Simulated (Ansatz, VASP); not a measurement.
## Two plane-wave programs on Nb

The input INCAR:

```
ALGO = Normal
EDIFF = 1E-7
ENCUT = 520
GGA = PE
ISIF = 2
ISMEAR = 0
LASPH = True
LCHARG = False
LREAL = False
LWAVE = False
NBANDS = 12
NELM = 60
PREC = Accurate
SIGMA = 0.15
```

KPOINTS

```
k-points
0
Gamma
  20 20 20
```

Contents of POSCAR:

```
Nb
1.0
   -1.7138685000      1.7138685000      1.7138685000
    1.7138685000     -1.7138685000      1.7138685000
    1.7138685000      1.7138685000     -1.7138685000
Nb
1
Direct
    0.0000000000      0.0000000000      0.0000000000
```

Input for Ansatz:

```yaml
crystal:
  lattice:
    - [-1.7138685, 1.7138685, 1.7138685]
    - [1.7138685, -1.7138685, 1.7138685]
    - [1.7138685, 1.7138685, -1.7138685]
  atoms:
    - { symbol: Nb, position: [0.0, 0.0, 0.0] }
basis:
  ecutwfc: 420
kpoints:
  mp_grid: { grid: [20, 20, 20] }
hamiltonian:
  xc: pbe
scf:
  occupations: { method: gaussian, width: 0.15 }
output:
  forces: true
  stress: true
  eigenvalues: true
```

Change from the starting cell: strain +0.030 along x and y, +0.030 along z, atoms carried along.

Alike in both runs: task single point; functional PBE; k mesh 20 × 20 × 20; occupations gaussian, width 0.15 eV; no spin polarisation.

|  | VASP | Ansatz |
| --- | --- | --- |
| version | VASP 6.6.1 | Ansatz 0.2.0 |
| potentials or method | VASP PAW PBE potentials, release 64 (Nb_sv), cutoff 520 eV | scalar-relativistic, plane waves, PAW |
| valence electrons in the cell | 13 | 13 |

|  | VASP | Ansatz | Ansatz less VASP |
| --- | --- | --- | --- |
| gap on the k mesh at the Fermi level (eV) | none | none | - |
| pressure (GPa) | -14.8 | -14.6 | +0.24 |

A gap of «none» marks a metal or a gap that the smearing closes.
